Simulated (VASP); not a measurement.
Here is a VASP 6.6.1 calculation.

The input INCAR:

```
SYSTEM = Bi6Te
  PREC = Accurate
  ENCUT = 520
  EDIFF = 1E-7
  ISMEAR = 0
  SIGMA = 0.2
  LREAL = .FALSE.
  LASPH = .TRUE.
  NELM = 100
  ALGO = Normal
  ISIF = 2
  LWAVE = .FALSE.
  LCHARG = .FALSE.
  GGA = PE
  NBANDS = 57
```

File KPOINTS:

```
regular mesh
0
G
  3 3 3
  0 0 0
```

POSCAR

```
Bi6Te
1.0
    9.1291040961      0.0000000000      0.0000000000
   -4.5645520481      7.9060360610      0.0000000000
    0.0000000000      0.0000000000      3.3387903202
Bi Te
6 1
Direct
    0.2106943917      0.7893056083      0.0000000000
    0.2106943917      0.4213887834      0.0000000000
    0.5786112166      0.7893056083      0.0000000000
    0.7893056083      0.2106943917      0.0000000000
    0.7893056083      0.5786112166      0.0000000000
    0.4213887834      0.2106943917      0.0000000000
    0.0000000000      0.0000000000      0.0000000000
```

Potentials or basis: VASP PAW PBE potentials, release 64 (Bi_d, Te).

Command:

```console
$ cat potpaw_PBE.64/Bi_d/POTCAR potpaw_PBE.64/Te/POTCAR > POTCAR
$ mpirun -np 1 vasp_std > vasp.out
```

(1) Estimate the band gap on the k mesh.

(2) What does it give for the pressure?

(3) Predict the largest force.

Results:

(1) zero (bands 48 and 49 overlap by 2.18 eV).

(2) -0.5 GPa.

(3) 0.012 eV/Å.

Caveat: the k points lie up to 0.63 Å⁻¹ apart, too coarse for converged energies and pressures of a metal; spin-orbit coupling is left out, which moves the levels of the heavy elements.
